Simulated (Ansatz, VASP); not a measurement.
GaAs in VASP and in Ansatz

File INCAR:

```
ALGO = Normal
EDIFF = 1E-6
ENCUT = 520
ISIF = 2
ISMEAR = -1
LASPH = T
LCHARG = F
LREAL = F
LWAVE = F
NBANDS = 16
NELM = 80
PREC = Accurate
SIGMA = 0.08
```

The input KPOINTS:

```
k-points
0
Gamma
  10 10 10
```

The input POSCAR:

```
GaAs
1.0
    0.0000000000      2.7691429914      2.7691429914
    2.7691429914      0.0000000000      2.7691429914
    2.7691429914      2.7691429914      0.0000000000
Ga As
1 1
Direct
    0.0000000000      0.0000000000      0.0000000000
    0.7500000000      0.7500000000      0.7500000000
```

Input for Ansatz:

```yaml
crystal:
  lattice:
    - [0.0, 2.7691429914, 2.7691429914]
    - [2.7691429914, 0.0, 2.7691429914]
    - [2.7691429914, 2.7691429914, 0.0]
  atoms:
    - { symbol: Ga, position: [0.0, 0.0, 0.0] }
    - { symbol: As, position: [0.75, 0.75, 0.75] }
kpoints:
  mp_grid: { grid: [10, 10, 10] }
  band_path:
    path:
      - [0.0, 0.0, 0.0]
      - [-0.5, -0.5, 0.0]
      - [-0.375, -0.375, 0.25]
      - [-0.375, 0.0, 0.375]
      - [0.0, 0.0, 0.0]
      - [0.0, 0.0, 0.5]
      - [-0.5, -0.25, 0.25]
      - [-0.5, -0.5, 0.0]
    npoints: 5
scf:
  occupations: { method: fermi_dirac, width: 0.08 }
hamiltonian:
  xc: lda
  pseudopotentials: { kind: all_electron, lapw: { basis_error: 0.001 } }
output:
  forces: true
  stress: true
  eigenvalues: true
```

Change from the starting cell: volume scaled by 0.94.

Alike in both runs: task single point; functional LDA; k mesh 10 × 10 × 10; occupations fermi-dirac, width 0.08 eV; no spin polarisation.

|  | VASP | Ansatz |
| --- | --- | --- |
| version | VASP 6.6.1 | Ansatz 0.2.0 |
| potentials or method | VASP PAW LDA potentials, release 64 (Ga_d, As), cutoff 520 eV | all-electron LAPW, scalar-relativistic |

```tsv
	VASP	Ansatz	Ansatz less VASP
pressure (GPa)	3.2	2.8	-0.35
```

LDA's correlation is that of Perdew and Zunger in VASP and of Perdew and Wang (1992) in Ansatz. Ansatz ran all-electron here, and VASP with PAW potentials.
